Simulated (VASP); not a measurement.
The system is InGaSe.

```
CELL_PARAMETERS angstrom
4.69103 0.00000 0.00000
-2.34552 4.06255 0.00000
0.00000 0.00000 7.50240
ATOMIC_POSITIONS crystal
In 0.33333 0.66667 0.80081
In 0.66667 0.33333 0.30081
Ga 0.00000 0.00000 0.49347
Ga 0.00000 0.00000 0.99347
Se 0.66667 0.33333 0.71293
Se 0.33333 0.66667 0.21293
```

The cell was generated, and may not be a known phase.

| Quantity | Value |
| --- | --- |
| Program | VASP 6.6.1 |
| Task | relaxation of cell and atoms |
| Functional | PBE |
| Potentials or basis | VASP PAW PBE potentials, release 64 (In_d, Ga_d, Se) |
| Cutoff | 600 eV |
| k mesh | 6 × 6 × 2 |
| Occupations | gaussian, width 0.1 eV |
| Spin | no spin polarisation |

At the start: pressure 6.4 GPa; volume 23.83 Å³/atom.

Problem. How do energy, volume and symmetry change on relaxing?

Solution. Over 29 steps the energy falls by 119.7 meV/atom and the volume is 25.76 Å³/atom (+8.1 %); space group P6_3mc (No. 186, to 0.1 Å) before and after.

The path:
| step | energy change (eV) | largest force (eV/Å) | pressure (GPa) | volume (Å³) |
| --- | --- | --- | --- | --- |
| 1 | 0.0000 | 0.3382 | 6.44 | 142.98 |
| 2 | -0.4762 | 0.1712 | 0.47 | 163.68 |
| 3 | -0.4849 | 0.1590 | -0.34 | 167.91 |
| 4 | -0.4850 | 0.1609 | -0.23 | 167.38 |
| 5 | -0.4988 | 0.1232 | -0.22 | 166.68 |
| 6 | -0.5286 | 0.1228 | -0.02 | 164.51 |
| 7 | -0.5009 | 0.5799 | 0.73 | 159.84 |
| 8 | -0.5345 | 0.2075 | 0.09 | 163.34 |
| 9 | -0.5492 | 0.2130 | -0.08 | 163.41 |
| 10 | -0.5935 | 0.2258 | -0.55 | 163.46 |
| 11 | -0.6114 | 0.2657 | -1.16 | 162.80 |
| 12 | -0.6234 | 0.2520 | -0.96 | 163.23 |
| 13 | -0.6303 | 0.2481 | -0.93 | 162.62 |
| 14 | -0.6469 | 0.2381 | -0.72 | 160.79 |
| 15 | -0.6629 | 0.2344 | -0.42 | 157.09 |
| 16 | -0.6618 | 0.2442 | 0.23 | 149.57 |
| 17 | -0.6811 | 0.1373 | 0.18 | 149.09 |
| 18 | -0.6950 | 0.0904 | 0.30 | 147.93 |
| 19 | -0.6954 | 0.0785 | 0.26 | 148.08 |
| 20 | -0.6991 | 0.0784 | 0.04 | 149.19 |
| 21 | -0.7023 | 0.0802 | -0.37 | 151.49 |
| 22 | -0.7049 | 0.0760 | -0.26 | 151.46 |
| 23 | -0.7104 | 0.0643 | -0.07 | 151.37 |
| 24 | -0.7122 | 0.0554 | 0.41 | 151.13 |
| 25 | -0.7132 | 0.0518 | 0.20 | 151.24 |
| 26 | -0.7132 | 0.0523 | 0.24 | 151.22 |
| 27 | -0.7157 | 0.0490 | 0.18 | 152.30 |
| 28 | -0.7179 | 0.0313 | -0.06 | 155.55 |
| 29 | -0.7182 | 0.0385 | 0.04 | 154.54 |

Final structure:
```xyz
6
Lattice="5.2253 0.0000 0.0000 -2.6126 4.5252 0.0000 0.0000 0.0000 6.5358" Properties=species:S:1:pos:R:3 pbc="T T T"
In    0.0000    3.0168    4.9257
In    2.6126    1.5084    1.6578
Ga    0.0000    0.0000    3.6261
Ga    0.0000    0.0000    0.3582
Se    2.6126    1.5084    4.5668
Se    0.0000    3.0168    1.2989
```

Caveat: the k points lie up to 0.48 Å⁻¹ apart in the final cell, too coarse for converged energies and pressures of a metal.
